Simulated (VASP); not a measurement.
The system is Nb.

```
Nb
1.0
     0.00000    2.07182    2.07182
     2.07182    0.00000    2.07182
     2.07182    2.07182    0.00000
Nb
1
Direct
  0.00000 0.00000 0.00000
```

Base run:

| Quantity | Value |
| --- | --- |
| Program | VASP 6.6.1 |
| Functional | LDA |
| Potentials or basis | VASP PAW LDA potentials, release 64 (Nb_sv) |
| Cutoff | 520 eV |
| k mesh | 11 × 11 × 11 |
| Occupations | fermi-dirac, width 0.05 eV |
| Spin | no spin polarisation |

Its results: pressure -1.2 GPa.

**Question.** The run is repeated on the same cell with these changes: functional from LDA to r2SCAN; potentials or basis from VASP PAW LDA potentials, release 64 (Nb_sv) to VASP PAW PBE potentials, release 64 (Nb_sv). What comes out?

**Answer.** Pressure 8.2 GPa.

Caveats: the PAW data sets were made with another functional, which shifts forces and pressure a little (some runs).
